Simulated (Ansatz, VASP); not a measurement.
**LiCl: VASP beside Ansatz**

The input INCAR:

```
SYSTEM = LiCl
  PREC = Accurate
  ENCUT = 750
  EDIFF = 1E-6
  ISMEAR = 0
  SIGMA = 0.02
  LREAL = .FALSE.
  LASPH = .TRUE.
  NELM = 120
  ALGO = Normal
  ISIF = 2
  LWAVE = .FALSE.
  LCHARG = .FALSE.
  GGA = PS
  NBANDS = 12
  GGA_COMPAT = .FALSE.
```

Contents of KPOINTS:

```
regular mesh
0
G
  8 8 8
  0 0 0
```

The input POSCAR:

```
LiCl
1.0
    3.3142441373      0.0000000000      0.0000000000
    0.0000000000      3.3142441373      0.0000000000
    0.0000000000      0.0000000000      3.3142441373
Li Cl
1 1
Direct
    0.0000000000      0.0000000000      0.0000000000
    0.5000000000      0.5000000000      0.5000000000
```

Input for Ansatz:

```yaml
crystal:
  lattice:
    - [3.3142441373, 0.0, 0.0]
    - [0.0, 3.3142441373, 0.0]
    - [0.0, 0.0, 3.3142441373]
  atoms:
    - { symbol: Li, position: [0.0, 0.0, 0.0] }
    - { symbol: Cl, position: [0.5, 0.5, 0.5] }
basis:
  ecutwfc: 420
kpoints:
  mp_grid: { grid: [8, 8, 8] }
hamiltonian:
  xc: pbesol
scf:
  occupations: { method: gaussian, width: 0.02 }
output:
  forces: true
  stress: true
  eigenvalues: true
```

Alike in both runs: task single point; functional PBEsol; k mesh 8 × 8 × 8; occupations gaussian, width 0.02 eV; no spin polarisation.

|  | VASP | Ansatz |
| --- | --- | --- |
| version | VASP 6.6.1 | Ansatz 0.2.0 |
| potentials or method | VASP PAW PBE potentials, release 64 (Li_sv, Cl), cutoff 750 eV | scalar-relativistic, plane waves, PAW |
| valence electrons in the cell | 10 | 10 |

```csv
,VASP,Ansatz,Ansatz less VASP
gap on the k mesh at the Fermi level (eV),4.12,4.12,-0.003
least direct gap on the mesh (eV),4.90,4.89,-0.004
pressure (GPa),-2.3,-2.3,+0.05
```

VASP's potentials were made for PBE, not for PBEsol.
